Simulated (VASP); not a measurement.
SiO2: single point with LDA

The system is SiO2.

```
Si O
1.0
     4.27980    0.00000    0.00000
     0.00000    4.27980    0.00000
     0.00000    0.00000    2.66131
Si O
2 4
Direct
  0.50000 0.50000 0.50000
  0.00000 0.00000 0.00000
  0.69443 0.69443 0.00000
  0.19443 0.80557 0.50000
  0.30557 0.30557 0.00000
  0.80557 0.19443 0.50000
```

```json
{
  "Program": "VASP 6.6.1",
  "Task": "single point",
  "Functional": "LDA",
  "Potentials or basis": "VASP PAW LDA potentials, release 64 (Si, O)",
  "Cutoff": "520 eV",
  "k mesh": "6 × 6 × 8",
  "Occupations": "gaussian, width 0.05 eV",
  "Spin": "no spin polarisation",
  "Dipole correction": "no",
  "Further INCAR settings": "ALGO = Normal; EDIFF = 1e-06; NBANDS = 25"
}
```

- Pressure: -15.4 GPa
- Largest force: 0.552 eV/Å
- Band gap on the k mesh: 4.86 eV

Forces in eV/Å, atoms in the order of the input:
```
Si   0.000  0.000  0.000
Si   0.000  0.000  0.000
O   -0.390 -0.390  0.000
O   -0.390  0.390  0.000
O    0.390  0.390  0.000
O    0.390 -0.390  0.000
```

Stress tensor (GPa, compression positive):
```
-18.83   0.00   0.00
  0.00 -18.83   0.00
  0.00   0.00  -8.57
```

Levels at points of the mesh, in eV from the valence-band top:
```
           k point  band 12  band 13  band 14  band 15  band 16  band 17  band 18  band 19  band 20  band 21
(0.00, 0.00, 0.00)    -2.91    -2.37    -0.90    -0.90     0.00     4.86     6.67     8.26     8.26    10.50
(0.50, 0.00, 0.00)    -3.77    -2.51    -2.51    -1.06    -1.06     7.19     7.19     8.86     8.86    10.27
(0.50, 0.50, 0.00)    -3.02    -2.57    -2.57    -2.25    -2.25     6.95     6.95     9.72     9.72    12.11
(0.00, 0.00, 0.50)    -4.60    -2.87    -2.87    -2.56    -2.56     8.22     8.22    11.78    11.78    11.90
(0.50, 0.00, 0.50)    -3.88    -2.26    -2.26    -1.69    -1.69     8.00     8.00     8.97     8.97    11.74
(0.50, 0.50, 0.50)    -4.49    -1.76    -1.76    -1.48    -1.48     6.36     6.36    10.32    10.32    11.08
```

Run time: 54 s on 1 thread of Intel Xeon 8259CL, with other jobs on the host, peak memory 0.16 GiB.

Caveat: the cell stands under tension. A k mesh can miss the band edges.
